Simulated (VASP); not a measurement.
# Ge (Fd-3m) in VASP: single point with PBEsol

Aim: the single point of Ge with PBEsol.

Everything below comes from runs of VASP 6.6.1. Logs are shortened: lines on timing, memory, paths and dates and some standing lists are left out, and cuts for length are marked.

## Step 1: The cell of the first run

It takes space group Fd-3m (No. 227, cubic). Conventional cell: a = 5.769 Å, b = 5.769 Å, c = 5.769 Å, α = 90.00°, β = 90.00°, γ = 90.00°. Ge (site symmetry -43m) has 4 Ge at 2.50 Å within 3.3 Å.

## Step 2: Single point, PBEsol (23.99 Å³/atom)

INCAR

```
PREC     = Accurate       # precision mode
ENCUT    = 520            # plane-wave cutoff, eV
EDIFF    = 1E-7           # SCF threshold, eV
ISMEAR   = -1             # smearing method
SIGMA    = 0.05           # smearing width, eV
LREAL    = F              # projectors in reciprocal space
LASPH    = T              # aspherical terms in the spheres
NELM     = 60             # most SCF steps
ALGO     = Normal         # electronic algorithm
ISIF     = 2              # what is computed and relaxed
LWAVE    = F              # write WAVECAR
LCHARG   = T              # write CHGCAR
GGA      = PS             # functional
LELF     = T              # ELF
LVHAR    = T            
NBANDS   = 21             # bands
```

KPOINTS

```
regular mesh
0
Gamma
  11 11 11
```

POSCAR

```
Ge
1.0
    0.0000000000      2.8842501637      2.8842501637
    2.8842501637      0.0000000000      2.8842501637
    2.8842501637      2.8842501637      0.0000000000
Ge
2
Direct
    0.5000000000      0.5000000000      0.5000000000
    0.7500000000      0.7500000000      0.7500000000
```

Potentials or basis: VASP PAW PBE potentials, release 64 (Ge_d).

On the command line:

```console
> cat potpaw_PBE.64/Ge_d/POTCAR > POTCAR
> mpirun -np 1 vasp_std > vasp.out
```

OUTCAR:

```text
PREC = Accurate
   ENCUT = 520
   EDIFF = 1E-7
   ISMEAR = -1
   LREAL = F
   LASPH = T
   NELM = 60
   ISIF = 2
   GGA = PS

 ion  position               nearest neighbor table
   1  0.500  0.500  0.500-   2 2.50   2 2.50   2 2.50   2 2.50
   2  0.750  0.750  0.750-   1 2.50   1 2.50   1 2.50   1 2.50

  LATTYP: Found a face centered cubic cell.
 ALAT       =     5.7685003274

  Lattice vectors:

 A1 = (   0.0000000000,   2.8842501637,   2.8842501637)
 A2 = (   2.8842501637,   0.0000000000,   2.8842501637)
 A3 = (   2.8842501637,   2.8842501637,   0.0000000000)

Analysis of symmetry for initial positions (statically):
=====================================================================
 Subroutine PRICEL returns:
 Original cell was already a primitive cell.

 Routine SETGRP: Setting up the symmetry group for a
 face centered cubic supercell.

 Subroutine GETGRP returns: Found 48 space group operations
 (whereof 24 operations were pure point group operations)
 out of a pool of 48 trial point group operations.

The static configuration has the point symmetry T_d .
 The point group associated with its full space group is O_h .

Analysis of symmetry for dynamics (positions and initial velocities):
=====================================================================
 Subroutine PRICEL returns:
 Original cell was already a primitive cell.

 Routine SETGRP: Setting up the symmetry group for a
 face centered cubic supercell.

 Subroutine GETGRP returns: Found 48 space group operations
 (whereof 24 operations were pure point group operations)
 out of a pool of 48 trial point group operations.

The dynamic configuration has the point symmetry T_d .
 The point group associated with its full space group is O_h .

 Subroutine INISYM returns: Found 48 space group operations
 (whereof 24 operations are pure point group operations),
 and found     1 'primitive' translations

----------------------------------------------------------------------------------------

                                     Primitive cell

  volume of cell :      47.9876

  direct lattice vectors                    reciprocal lattice vectors
     0.000000000  2.884250164  2.884250164    -0.173355282  0.173355282  0.173355282
     2.884250164  0.000000000  2.884250164     0.173355282 -0.173355282  0.173355282
     2.884250164  2.884250164  0.000000000     0.173355282  0.173355282 -0.173355282

  length of vectors
     4.078945699  4.078945699  4.078945699     0.300260156  0.300260156  0.300260156

  position of ions in fractional coordinates (direct lattice)
     0.500000000  0.500000000  0.500000000
     0.750000000  0.750000000  0.750000000

  ion indices of the primitive-cell ions
   primitive index   ion index
                 1           1
                 2           2

----------------------------------------------------------------------------------------

 KPOINTS: regular mesh

Automatic generation of k-mesh.
 Grid dimensions read from file:
 generate k-points for:   11   11   11

 Generating k-lattice:

  Cartesian coordinates                     Fractional coordinates (reciprocal lattice)
    -0.015759571  0.015759571  0.015759571     0.090909091  0.000000000  0.000000000
     0.015759571 -0.015759571  0.015759571     0.000000000  0.090909091  0.000000000
     0.015759571  0.015759571 -0.015759571     0.000000000  0.000000000  0.090909091

  Length of vectors
     0.027296378  0.027296378  0.027296378

  Shift w.r.t. Gamma in fractional coordinates (k-lattice)
     0.000000000  0.000000000  0.000000000

 Subroutine IBZKPT returns following result:
 ===========================================

 Found     56 irreducible k-points:

 Following reciprocal coordinates:
            Coordinates               Weight
  0.000000  0.000000  0.000000      1.000000
  0.090909  0.000000  0.000000      8.000000
  0.181818  0.000000  0.000000      8.000000
  0.272727  0.000000  0.000000      8.000000
  0.363636  0.000000  0.000000      8.000000
  0.454545  0.000000  0.000000      8.000000
[... 16 lines left out ...]
 -0.272727  0.181818  0.000000     24.000000
 -0.181818  0.181818  0.000000     12.000000
 [... further k-points ...]
   k-points           NKPTS =     56   k-points in BZ     NKDIM =     56   number of bands    NBANDS=     21
   number of dos      NEDOS =    301   number of ions     NIONS =      2
   total plane-waves  NPLWV =  27000
   dimension x,y,z NGX =    30 NGY =   30 NGZ =   30
   dimension x,y,z NGXF=    60 NGYF=   60 NGZF=   60
   ions per type =               2
   NGX,Y,Z   is equivalent  to a cutoff of  12.23, 12.23, 12.23 a.u.
   NGXF,Y,Z  is equivalent  to a cutoff of  24.45, 24.45, 24.45 a.u.
 SYSTEM =  unknown system
   PREC   = accura    normal or accurate (medium, high low for compatibility)
   ISTART =      0    job   : 0-new  1-cont  2-samecut
   ICHARG =      2    charge: 1-file 2-atom 10-const
   ISPIN  =      1    spin polarized calculation?
   LNONCOLLINEAR =      F non collinear calculations
   LSORBIT =      F    spin-orbit coupling
   LASPH  =      T    aspherical Exc in radial PAW
   ENCUT  =  520.0 eV  38.22 Ry    6.18 a.u.   7.58  7.58  7.58*2*pi/ulx,y,z
   NELM   =     60;   NELMIN=  2; NELMDL= -5     # of ELM steps
   EDIFF  = 0.1E-06   stopping-criterion for ELM
   LREAL  =      F    real-space projection
   EDIFFG = 0.1E-05   stopping-criterion for IOM
   NSW    =      0    number of steps for IOM
   IBRION =     -1    ionic relax: 0-MD 1-quasi-New 2-CG
   NFREE  =      0    steps in history (QN), initial steepest desc. (CG)
   ISIF   =      2    stress and relaxation
   ISYM   =      2    0-nonsym 1-usesym 2-fastsym
   POTIM  = 0.5000    time-step for ionic-motion
   TEBEG  =    0.0;   TEEND  =   0.0 temperature during run
   PSTRESS=    0.0 pullay stress
   NELECT =      28.0000    total number of electrons
   NUPDOWN=      -1.0000    fix difference up-down
   EMIN   =  10.00;   EMAX   =-10.00  energy-range for DOS
   EFERMI =   0.00;   METHOD = LEGACY
   ISMEAR =    -1;   SIGMA  =   0.05  broadening in eV -4-tet -1-fermi 0-gaus
   EFERMI_NEDOS =   21; number of points for ismear=-14 and -15
   IALGO  =     38    algorithm
   IMIX   =      4    mixing-type and parameters
     AMIX     =   0.40;   BMIX     =  1.00
     AMIX_MAG =   1.60;   BMIX_MAG =  1.00
  volume/ion in A,a.u.               =      23.99       161.92
  Fermi-wavevector in a.u.,A,eV,Ry     =   1.367995  2.585136 25.462092  1.871411
  Thomas-Fermi vector in A             =   2.493998
   LORBIT       =      0    0 simple, 1 ext, 2 COOP (PROOUT), +10 PAW based schemes
   GGA     = PS    functional components
   LHFCALC =     F    Hartree Fock is set to
   AEXX    =    0.0000 exact exchange contribution
   IVDW    =     0    specifies the selected vdW correction
   LEPSILON=     F    determine dielectric tensor
   LRPA    =     F    only Hartree local field effects (RPA)
 non-spin polarized calculation
  energy-cutoff  :      520.00
  volume of cell :       47.99
 maximum number of plane-waves:      1313
   NGX = 15   NGY = 15   NGZ = 15

 number of electron      27.9999976 magnetization

 Free energy of the ion-electron system (eV)
  ---------------------------------------------------
  ext. energy  EPLUGINS =         0.00000000
  ---------------------------------------------------
  free energy    TOTEN  =        -9.85106578 eV

  energy without entropy =       -9.84988431  energy(sigma->0) =       -9.85047505

 E-fermi :   4.2566     XC(G=0):  -9.8564

 val. band max:        4.1318138170   @ k =   0.0909   0.0000   0.0000
 cond. band min:       4.2820680376   @ k =   0.4545   0.0000   0.0000
 fundamental gap:      0.1502542206
 Fermi energy:         4.2565847831

 k-point     1 :       0.0000    0.0000    0.0000
  band No.  band energies     occupation
      1     -20.3778      2.00000
      2     -20.3778      2.00000
      3     -20.3778      2.00000
      4     -20.3455      2.00000
      5     -20.3455      2.00000
      6     -20.1630      2.00000
[... 13 lines left out ...]
     20      13.6354      0.00000
     21      13.6354      0.00000

 k-point     2 :       0.0909    0.0000    0.0000
  band No.  band energies     occupation
      1     -20.3819      2.00000
      2     -20.3819      2.00000
      3     -20.3765      2.00000
      4     -20.3398      2.00000
      5     -20.3398      2.00000
      6     -20.1705      2.00000
[... 13 lines left out ...]
     20      13.0143      0.00000
     21      13.0143      0.00000

 k-point     3 :       0.1818    0.0000    0.0000
  band No.  band energies     occupation
      1     -20.3890      2.00000
      2     -20.3890      2.00000
      3     -20.3733      2.00000
      4     -20.3289      2.00000
      5     -20.3289      2.00000
      6     -20.1805      2.00000
[... 13 lines left out ...]
     20      12.4833      0.00000
     21      12.4833      0.00000

 k-point     4 :       0.2727    0.0000    0.0000
  band No.  band energies     occupation
      1     -20.3945      2.00000
      2     -20.3945      2.00000
      3     -20.3689      2.00000
      4     -20.3189      2.00000
      5     -20.3189      2.00000
      6     -20.1884      2.00000
[... 13 lines left out ...]
     20      12.6015      0.00000
     21      12.6016      0.00000

 k-point     5 :       0.3636    0.0000    0.0000
  band No.  band energies     occupation
      1     -20.3977      2.00000
      2     -20.3977      2.00000
      3     -20.3648      2.00000
      4     -20.3124      2.00000
      5     -20.3124      2.00000
      6     -20.1930      2.00000
[... 13 lines left out ...]
     20      13.4446      0.00000
     21      13.4446      0.00000
[... 382 lines left out ...]
     20      14.4177      0.00000
     21      14.5488      0.00000

 k-point    22 :      -0.3636    0.1818    0.0000
  band No.  band energies     occupation
      1     -20.4136      2.00000
      2     -20.4053      2.00000
      3     -20.3405      2.00000
      4     -20.3023      2.00000
      5     -20.2887      2.00000
      6     -20.2162      2.00000
[... 13 lines left out ...]
     20      12.8906      0.00000
     21      14.6653      0.00000

 k-point    23 :      -0.2727    0.1818    0.0000
  band No.  band energies     occupation
      1     -20.4079      2.00000
      2     -20.4046      2.00000
      3     -20.3470      2.00000
      4     -20.3127      2.00000
      5     -20.2923      2.00000
      6     -20.2152      2.00000
[... 13 lines left out ...]
     20      13.5206      0.00000
     21      15.2151      0.00000

 k-point    24 :      -0.1818    0.1818    0.0000
  band No.  band energies     occupation
      1     -20.4013      2.00000
      2     -20.3992      2.00000
      3     -20.3593      2.00000
      4     -20.3204      2.00000
      5     -20.3032      2.00000
      6     -20.2067      2.00000
[... 13 lines left out ...]
     20      13.5346      0.00000
     21      13.7482      0.00000

 [... further k-points ...]

------------------------ aborting loop because EDIFF is reached ----------------------------------------

  FORCE on cell =-STRESS in cart. coord.  units (eV):
  Direction    XX          YY          ZZ          XY          YZ          ZX
  --------------------------------------------------------------------------------------
  -------------------------------------------------------------------------------------
  Total       -0.8922806     -0.8922806     -0.8922806      0.0000000      0.0000000     -0.0000000
  in kB      -29.7908759    -29.7908759    -29.7908759      0.0000000      0.0000000     -0.0000000
  external PRESSURE =     -29.7908759 kB  Pullay stress =       0.0000000 kB

 VOLUME and BASIS-vectors are now :
 -----------------------------------------------------------------------------
  energy-cutoff  :      520.00
  volume of cell :       47.99
      direct lattice vectors                 reciprocal lattice vectors
     0.000000000  2.884250164  2.884250164    -0.173355282  0.173355282  0.173355282
     2.884250164  0.000000000  2.884250164     0.173355282 -0.173355282  0.173355282
     2.884250164  2.884250164  0.000000000     0.173355282  0.173355282 -0.173355282

 POSITION                                       TOTAL-FORCE (eV/Angst)
 -----------------------------------------------------------------------------------
      2.88425      2.88425      2.88425         0.000000      0.000000      0.000000
      4.32638      4.32638      4.32638        -0.000000     -0.000000     -0.000000
 -----------------------------------------------------------------------------------
    total drift:                                0.000000     -0.000000      0.000000

  FREE ENERGIE OF THE ION-ELECTRON SYSTEM (eV)
  ---------------------------------------------------
  free  energy   TOTEN  =        -9.8510657801 eV

  energy  without entropy=       -9.8498843108  energy(sigma->0) =       -9.85047505
```

Run time: 64 s. Hardware: 1 thread of Intel Xeon 8259CL, shared host; peak memory 0.19 GiB.

Results:

```
Free energy            : -9.8511 eV
Pressure               : -3.0 GPa
Band gap on the k mesh : zero (bands 14 and 15 overlap by 0.03 eV)
```

Levels at points of the mesh, in eV from the Fermi level:
| k point | band 12 | band 13 | band 14 | band 15 | band 16 | band 17 |
| --- | --- | --- | --- | --- | --- | --- |
| (0.00, 0.00, 0.00) | -0.47 | 0.06 | 0.06 | 0.06 | 2.56 | 2.56 |

Caveat: semilocal functionals underestimate gaps, so a narrow gap can read as zero; the PAW data sets were made with another functional, which shifts forces and pressure a little.
